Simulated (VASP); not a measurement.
Set up this calculation in VASP 6.6.1, as the native input.

```
Task                   : single point
Functional             : LDA
Potentials or basis    : VASP PAW LDA potentials, release 64 (La, Zn)
Cutoff                 : 520 eV
k mesh                 : 9 × 9 × 9
Occupations            : fermi-dirac, width 0.05 eV
Spin                   : no spin polarisation
Dipole correction      : no
Further INCAR settings : ALGO = Normal; EDIFF = 1e-06; NBANDS = 18
```

The structure of LaZn lies in POSCAR:

```
LaZn
1.0
    3.6734479077      0.0000000000      0.0000000000
    0.0000000000      3.6734479077      0.0000000000
    0.0000000000      0.0000000000      3.6734479077
La Zn
1 1
Direct
    0.5000000000      0.5000000000      0.5000000000
    0.0000000000      0.0000000000      0.0000000000
```

This cell differs from its parent crystal: volume scaled by 0.94.

The input as run:

INCAR

```
  PREC = Accurate
  ENCUT = 520
  EDIFF = 1E-6
  ISMEAR = -1
  SIGMA = 0.05
  LREAL = F
  LASPH = T
  NELM = 60
  ALGO = Normal
  ISIF = 2
  LWAVE = F
  LCHARG = T
  GGA = CA
  LELF = T
  LVHAR = T
  NBANDS = 18
```

KPOINTS

```
regular mesh
0
Gamma
  9 9 9
```

Potentials or basis: VASP PAW LDA potentials, release 64 (La, Zn).

Run with:

```bash
$ cat potpaw_LDA.64/La/POTCAR potpaw_LDA.64/Zn/POTCAR > POTCAR
$ mpirun -np 1 vasp_std > vasp.out
```

It gave:

```
Pressure : -1.2 GPa
```

It took 15 s on 1 thread of Intel(R) Xeon(R) Platinum 8488C (Sapphire Rapids), with other jobs on the host, peak memory 0.17 GiB.
